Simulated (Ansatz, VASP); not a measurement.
Two plane-wave programs on C

Contents of INCAR:

```
  PREC = Accurate
  ENCUT = 520
  EDIFF = 1E-6
  ISMEAR = 0
  SIGMA = 0.03
  LREAL = F
  LASPH = T
  NELM = 100
  ALGO = Normal
  ISIF = 2
  LWAVE = F
  LCHARG = T
  GGA = PE
  IVDW = 12
  LELF = T
  LVHAR = T
  NBANDS = 11
```

Contents of KPOINTS:

```
Automatic mesh
0
Gamma
  16 16 16
```

File POSCAR:

```
C
1.0
    0.0000000000      2.0755805716      3.3047059672
    1.1989765253      0.0000000000      3.3047059672
    1.1989765253      2.0755805716      0.0000000000
C
2
Direct
    0.1315530015      0.8684469985      0.1315530015
    0.8684469985      0.1315530015      0.8684469985
```

Input for Ansatz:

```yaml
crystal:
  lattice:
    - [0.0, 2.0755805716, 3.3047059672]
    - [1.1989765253, 0.0, 3.3047059672]
    - [1.1989765253, 2.0755805716, 0.0]
  atoms:
    - { symbol: C, position: [0.1315530015, 0.8684469985, 0.1315530015] }
    - { symbol: C, position: [0.8684469985, 0.1315530015, 0.8684469985] }
basis:
  ecutwfc: 520.0
kpoints:
  mp_grid: { grid: [16, 16, 16] }
hamiltonian:
  xc: pbe
  pseudopotentials: { kind: paw, azcp: { folder: soft_1 } }
  dispersion: d3bj
scf:
  occupations: { method: gaussian, width: 0.03 }
output:
  forces: true
  stress: true
  eigenvalues: true
  write_density: true
  write_potential: true
  elf: true
  volumetric_format: npy
```

Alike in both runs: task single point; functional PBE; dispersion D3(BJ); k mesh 16 × 16 × 16; occupations gaussian, width 0.03 eV; no spin polarisation.

|  | VASP | Ansatz |
| --- | --- | --- |
| version | VASP 6.6.1 | Ansatz 0.2.0 |
| potentials or method | VASP PAW PBE potentials, release 64 (C), cutoff 520 eV | scalar-relativistic, plane waves, PAW |
| valence electrons in the cell | 8 | 8 |

Ansatz gave:

```
gap on the k mesh at the Fermi level (eV) : none
rms of the force components (eV/Å)        : 17.546
```

What did VASP give for the same quantities?

gap on the k mesh at the Fermi level (eV): none; rms of the force components (eV/Å): 17.792.

Atom by atom the forces differ by 0.246 eV/Å (rms over components). A gap of «none» marks a metal or a gap that the smearing closes.
